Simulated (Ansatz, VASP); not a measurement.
## Two plane-wave programs on Fe2Pt

The input INCAR:

```
PREC     = Accurate       # precision mode
ENCUT    = 600            # plane-wave cutoff, eV
EDIFF    = 1E-6           # SCF threshold, eV
ISMEAR   = 0              # smearing method
SIGMA    = 0.1            # smearing width, eV
LREAL    = F              # projectors in reciprocal space
LASPH    = T              # aspherical terms in the spheres
NELM     = 150            # most SCF steps
ALGO     = Normal         # electronic algorithm
ISIF     = 3              # what is computed and relaxed
LWAVE    = F              # write WAVECAR
LCHARG   = F              # write CHGCAR
ISPIN    = 2              # spin polarisation
MAGMOM   = 4 4 0          # initial moments
LORBIT   = 11             # projections on sites
LMAXMIX  = 4              # l up to which the mixer works
GGA      = PE             # functional
IBRION   = 2              # ionic algorithm
NSW      = 90             # ionic steps
EDIFFG   = -0.04          # ionic threshold
```

The input KPOINTS:

```
Automatic mesh
0
Gamma
  6 6 6
```

File POSCAR:

```
Fe2Pt
1.0
    4.1810489600      0.0000000000      0.0000000000
   -2.0905244800      3.6208946200      0.0000000000
    0.0000000000      0.0000000000      2.5603591400
Fe Pt
2 1
Direct
    0.3333333300      0.6666666700      0.3333333300
    0.6666666700      0.3333333300      0.6666666700
    0.0000000000      0.0000000000      0.0000000000
```

Input for Ansatz:

```yaml
crystal:
  lattice:
    - [4.18104896, 0.0, 0.0]
    - [-2.09052448, 3.62089462, 0.0]
    - [0.0, 0.0, 2.56035914]
  atoms:
    - { symbol: Fe, position: [0.33333333, 0.66666667, 0.33333333], spin: 4.0 }
    - { symbol: Fe, position: [0.66666667, 0.33333333, 0.66666667], spin: 4.0 }
    - { symbol: Pt, position: [0.0, 0.0, 0.0] }
basis:
  ecutwfc: 420
kpoints:
  mp_grid: { grid: [6, 6, 6] }
hamiltonian:
  xc: pbe
scf:
  occupations: { method: gaussian, width: 0.1 }
  lower_state_search: "off"
output:
  forces: true
  stress: true
  eigenvalues: true
  populations: true
magnetization:
  spin_polarized: true
relax:
  adjacent_minimum: "off"
  f_tol: 0.04
  max_steps: 70
  cell: { stress_tol: 0.4 }
```

Alike in both runs: task relaxation of cell and atoms; functional PBE; k mesh 6 × 6 × 6; occupations gaussian, width 0.1 eV; collinear spin.

|  | VASP | Ansatz |
| --- | --- | --- |
| version | VASP 6.6.1 | Ansatz 0.2.0 |
| potentials or method | VASP PAW PBE potentials, release 64 (Fe, Pt), cutoff 600 eV | scalar-relativistic, plane waves, PAW |
| valence electrons in the cell | 26 | 50 |

```tsv
	VASP	Ansatz	Ansatz less VASP
gap on the k mesh at the Fermi level, each at its own relaxed structure (eV)	none	none	-
net moment per atom (μB)	1.99	2.00	+0.006
size of the moment on the site where the two differ most (μB)	0.41	0.48	+0.070
relaxed volume (Å³/atom)	13.38	13.40	+0.015
relaxed cell length with the largest relative difference (Å)	2.644	2.648	+0.0043
```

Site moments also hang on the region over which each program counts them. A gap of «none» marks a metal or a gap that the smearing closes. VASP's potentials hold 26 valence electrons a cell and Ansatz's 50, so a difference there can come from the potentials and not from the codes.

The k mesh is coarse, so the values compare programs but aren't converged. Spin-orbit coupling is off throughout.
